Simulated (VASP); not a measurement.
Crystal: MnO2.

```
CELL_PARAMETERS angstrom
1.42843 0.82471 4.58393
-1.42843 0.82471 4.58393
0.00000 -1.64941 4.58393
ATOMIC_POSITIONS crystal
Mn 0.00000 0.00000 0.00000
O 0.26436 0.26436 0.26436
O 0.73564 0.73564 0.73564
```

Program: VASP 6.6.1. Alike in all runs: task single point; cell as given.

Order these runs on this cell by their band gap on the k mesh, lowest first.
A. level PBE+D3(BJ); potentials or basis VASP PAW PBE potentials, release 64 (Mn_pv, O); spin collinear, ferromagnetic start; k mesh 2 × 2 × 2, shifted; cutoff (eV) 600; smearing gaussian 0.1 eV
B. level PBE; potentials or basis VASP PAW PBE potentials, release 64 (Mn_pv, O); spin collinear, ferromagnetic start; k mesh 1 × 1 × 2; cutoff (eV) 600; smearing gaussian 0.1 eV
C. level PBE; potentials or basis VASP PAW PBE potentials, release 64 (Mn_pv, O); spin off; k mesh 6 × 6 × 6; cutoff (eV) 600; smearing gaussian 0.1 eV
D. level LDA; potentials or basis VASP PAW LDA potentials, release 64 (Mn_pv, O); spin collinear, ferromagnetic start; k mesh 3 × 3 × 3; cutoff (eV) 600; smearing methfessel-paxton 0.0680285 eV
E. level r2SCAN+D4; potentials or basis VASP PAW PBE potentials, release 64 (Mn_pv, O); spin collinear, ferromagnetic start; k mesh 3 × 3 × 3; cutoff (eV) 660; smearing tetrahedron

C (metal), D (0.44 eV), A (1.02 eV), B (1.28 eV), E (2.06 eV).

Caveats: all runs use coarse meshes; a cell with one magnetic atom can't hold antiferromagnetic order, which such compounds often take (at least some runs); an odd mesh through Γ misses points on the zone boundary, where band edges can lie (at least some runs); three body term missing (at least some runs); a shifted mesh leaves out Γ, where band edges can lie (at least some runs); forces of over 1 eV/Å act on the atoms, so gaps and moduli don't describe the material at rest (at least some runs); an odd number of electrons without spin polarisation forces a metal (at least some runs).

A k mesh can miss the band edges, odd and even meshes differently.
